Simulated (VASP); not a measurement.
Input of a VASP 6.6.1 run:

Contents of INCAR:

```
SYSTEM = Ga8TeS7
PREC = Accurate ; ENCUT = 520
EDIFF = 1E-7 ; ISMEAR = 0
SIGMA = 0.1 ; LREAL = Auto
LASPH = .True. ; NELM = 80
ALGO = Normal ; ISIF = 2
LWAVE = .False. ; LCHARG = .False.
GGA = PE ; IVDW = 12
NBANDS = 90
```

KPOINTS

```
Automatic mesh
0
Gamma
  6 6 2
  0 0 0
```

Contents of POSCAR:

```
Ga8TeS7
1.0
    7.3072775667     -0.0083386809      0.0034266193
   -1.8304301439      3.1703980119      0.0000000000
    0.0074076150      0.0042767885     15.7230630113
Ga Te S
8 1 7
Direct
    0.1641515249      0.6641515249      0.1665723608
    0.6652528033      0.6652528033      0.1669134746
    0.3441933792      0.3441933792      0.6815954337
    0.8290040706      0.3290040706      0.6797266171
    0.1632319119      0.6632319119      0.3223998935
    0.6655250223      0.6655250223      0.3229458702
    0.3354504755      0.3354504755      0.8366127421
    0.8333016075      0.3333016075      0.8354792965
    0.1716704789      0.6716704789      0.5874904571
    0.6686539515      0.6686539515      0.6134202388
    0.3315617139      0.3315617139      0.1001193728
    0.8310970100      0.3310970100      0.0997504250
    0.1668680335      0.6668680335      0.9028157376
    0.6687711514      0.6687711514      0.9039024483
    0.3308764191      0.3308764191      0.3893282708
    0.8303904464      0.3303904464      0.3909273610
```

Potentials or basis: VASP PAW PBE potentials, release 64 (Ga_d, Te, S).

Launch:

```console
$ cat potpaw_PBE.64/Ga_d/POTCAR potpaw_PBE.64/Te/POTCAR potpaw_PBE.64/S/POTCAR > POTCAR
$ mpirun -np 1 vasp_std > vasp.out
```

Task: Estimate the dispersion energy per atom.

Result: -0.277 eV.

Task: Estimate the band gap on the k mesh.

Result: 1.00 eV.

Forces in eV/Å, atoms in the order of the input:
```
Ga  -0.003 -0.002  0.029
Ga   0.003  0.001  0.030
Ga   0.006  0.003  0.048
Ga  -0.006 -0.004  0.064
Ga   0.003  0.002 -0.024
Ga  -0.003 -0.002 -0.025
Ga   0.005  0.003 -0.019
Ga  -0.004 -0.002 -0.029
Te   0.003  0.002 -0.062
S   -0.002 -0.001 -0.046
S    0.002  0.001 -0.021
S   -0.003 -0.002 -0.031
S    0.004  0.002  0.038
S   -0.004 -0.002  0.011
S    0.012  0.007  0.019
S   -0.013 -0.007  0.020
```

Caveat: spin-orbit coupling is left out, which moves the levels of the heavy elements. A k mesh can miss the band edges.
